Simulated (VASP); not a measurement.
Write the native input for VASP 6.6.1 that does the following.

- Task: single point
- Functional: PBE
- Potentials or basis: VASP PAW PBE potentials, release 64 (B, N)
- Cutoff: 520 eV
- k mesh: 12 × 12 × 12
- Occupations: gaussian, width 0.05 eV
- Spin: no spin polarisation
- Dipole correction: no
- Further INCAR settings: ALGO = Normal; EDIFF = 1e-06; NBANDS = 11

The structure of BN lies in POSCAR:

```
BN
1.0
    0.0000000000      1.8130010000      1.8130010000
    1.8130010000      0.0000000000      1.8130010000
    1.8130010000      1.8130010000      0.0000000000
B N
1 1
Direct
    0.0000000000      0.0000000000      0.0000000000
    0.7500000000      0.7500000000      0.8231287636
```

This cell differs from its parent crystal: all N atoms moved +0.188 Å, as atom 2 along Cartesian [1 1 0].

One way to write it, as run:

INCAR

```
SYSTEM = BN
ALGO = Normal ; EDIFF = 1E-6
ENCUT = 520 ; GGA = PE
ISIF = 2 ; ISMEAR = 0
LASPH = .True. ; LCHARG = .True.
LELF = .True. ; LREAL = .False.
LVHAR = .True. ; LWAVE = .False.
NBANDS = 11 ; NELM = 100
PREC = Accurate ; SIGMA = 0.05
```

KPOINTS

```
k-points
0
Gamma
  12 12 12
  0 0 0
```

Potentials or basis: VASP PAW PBE potentials, release 64 (B, N).

The run is started by

```sh
$ cat potpaw_PBE.64/B/POTCAR potpaw_PBE.64/N/POTCAR > POTCAR
$ mpirun -np 1 vasp_std > vasp.out
```

It gave:

```json
{"Pressure": "10.0 GPa", "Largest force": "4.697 eV/Å", "Band gap on the k mesh": "2.77 eV, indirect (least direct gap 6.91 eV)"}
```

Caveat: the cell differs from its parent crystal (all N atoms moved +0.188 Å, as atom 2 along Cartesian [1 1 0]); forces of over 1 eV/Å act on the atoms, so gaps and moduli don't describe the material at rest.

Run time: 49 s on 1 thread of AMD EPYC 9R45 (Zen 5), on a shared host, peak memory 0.13 GiB.
